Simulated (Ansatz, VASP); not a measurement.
Given: the input of a run of VASP 6.6.1 on BiTe.

The input INCAR:

```
SYSTEM = BiTe
  PREC = Accurate
  ENCUT = 520
  EDIFF = 1E-7
  ISMEAR = -1
  SIGMA = 0.05
  LREAL = .FALSE.
  LASPH = .TRUE.
  NELM = 60
  ALGO = Normal
  ISIF = 2
  LWAVE = .FALSE.
  LCHARG = .FALSE.
  NBANDS = 18
```

File KPOINTS:

```
Automatic mesh
0
G
  7 7 7
  0 0 0
```

The input POSCAR:

```
BiTe
1.0
    0.0000000000      3.2775706714      3.2775706714
    3.2775706714      0.0000000000      3.2775706714
    3.2775706714      3.2775706714      0.0000000000
Bi Te
1 1
Direct
    0.0000000000      0.0000000000      0.0000000000
    0.5000000000      0.5000000000      0.5000000000
```

Potentials or basis: VASP PAW LDA potentials, release 64 (Bi_d, Te).

Run with:

```console
$ cat potpaw_LDA.64/Bi_d/POTCAR potpaw_LDA.64/Te/POTCAR > POTCAR
$ mpirun -np 1 vasp_std > vasp.out
```

Problem. Translate it to Ansatz 0.2.0. Potentials there: all-electron LAPW, scalar-relativistic.

Solution. As run (the cutoff follows the program's own potentials):

Contents of input.yaml:

```yaml
crystal:
  lattice:
    - [0.0, 3.2775706714, 3.2775706714]
    - [3.2775706714, 0.0, 3.2775706714]
    - [3.2775706714, 3.2775706714, 0.0]
  atoms:
    - { symbol: Bi, position: [0.0, 0.0, 0.0] }
    - { symbol: Te, position: [0.5, 0.5, 0.5] }
kpoints:
  mp_grid: { grid: [7, 7, 7] }
scf:
  occupations: { method: fermi_dirac, width: 0.05 }
hamiltonian:
  xc: lda
  pseudopotentials: { kind: all_electron, lapw: { basis_error: 0.001 } }
output:
  forces: true
  stress: true
  eigenvalues: true
```

Potentials or basis: all-electron LAPW, scalar-relativistic.

Launch:

```bash
$ ansatz run input.yaml --threads 1 --pin off --max-ram 3072MiB --backend cpu --events-out ev --progress --plain --runs-dir out
```

Both were run:

|  | VASP | Ansatz | Ansatz less VASP |
| --- | --- | --- | --- |
| gap on the k mesh at the Fermi level (eV) | none | none | - |
| pressure (GPa) | -4.2 | -4.2 | -0.03 |

LDA's correlation is that of Perdew and Zunger in VASP and of Perdew and Wang (1992) in Ansatz. A gap of «none» marks a metal or a gap that the smearing closes. Ansatz ran all-electron here, and VASP with PAW potentials.

Neither program's run includes spin-orbit coupling.
